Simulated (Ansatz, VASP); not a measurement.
## RbW in VASP and in Ansatz

The input INCAR:

```
SYSTEM = RbW
PREC = Accurate
ENCUT = 520
EDIFF = 1E-7
ISMEAR = -1
SIGMA = 0.05
LREAL = .False.
LASPH = .True.
NELM = 80
ALGO = Fast
ISIF = 2
LWAVE = .False.
LCHARG = .True.
GGA = PE
LELF = .True.
LVHAR = .True.
NBANDS = 18
```

File KPOINTS:

```
regular mesh
0
Gamma
  9 9 5
  0 0 0
```

POSCAR

```
RbW
1.0
    3.6161818691      0.0000000000      0.0000000000
   -1.8080909294      3.1317053627      0.0000000000
    0.0000000000      0.0000000000      5.6019003232
Rb W
1 1
Direct
    0.0000000000      0.0000000000      0.5000000000
    0.6666666700      0.3333333300      0.0000000000
```

File input.yaml:

```yaml
crystal:
  lattice:
    - [3.6161818691, 0.0, 0.0]
    - [-1.8080909294, 3.1317053627, 0.0]
    - [0.0, 0.0, 5.6019003232]
  atoms:
    - { symbol: Rb, position: [0.0, 0.0, 0.5] }
    - { symbol: W, position: [0.66666667, 0.33333333, 0.0] }
kpoints:
  mp_grid: { grid: [9, 9, 5] }
scf:
  occupations: { method: fermi_dirac, width: 0.05 }
hamiltonian:
  xc: pbe
  pseudopotentials: { kind: all_electron, lapw: { basis_error: 0.0005 } }
output:
  forces: true
  stress: true
  eigenvalues: true
```

Change from the starting cell: volume scaled by 1.06.

Alike in both runs: task single point; functional PBE; k mesh 9 × 9 × 5; occupations fermi-dirac, width 0.05 eV; no spin polarisation.

|  | VASP | Ansatz |
| --- | --- | --- |
| version | VASP 6.6.1 | Ansatz 0.2.0 |
| potentials or method | VASP PAW PBE potentials, release 64 (Rb_sv, W_sv), cutoff 520 eV | all-electron LAPW, scalar-relativistic |

Ansatz gave:

| Property | Result |
| --- | --- |
| gap on the k mesh at the Fermi level (eV) | none |
| pressure (GPa) | -7.3 |
| traceless stress, the component that is largest in VASP (GPa) | 13.97 |

Problem. Which values does VASP return?

Solution. gap on the k mesh at the Fermi level (eV): none; pressure (GPa): -7.2; traceless stress, the component that is largest in VASP (GPa): 13.97.

A gap of «none» marks a metal or a gap that the smearing closes. Ansatz ran all-electron here, and VASP with PAW potentials.

Neither program's run includes spin-orbit coupling.
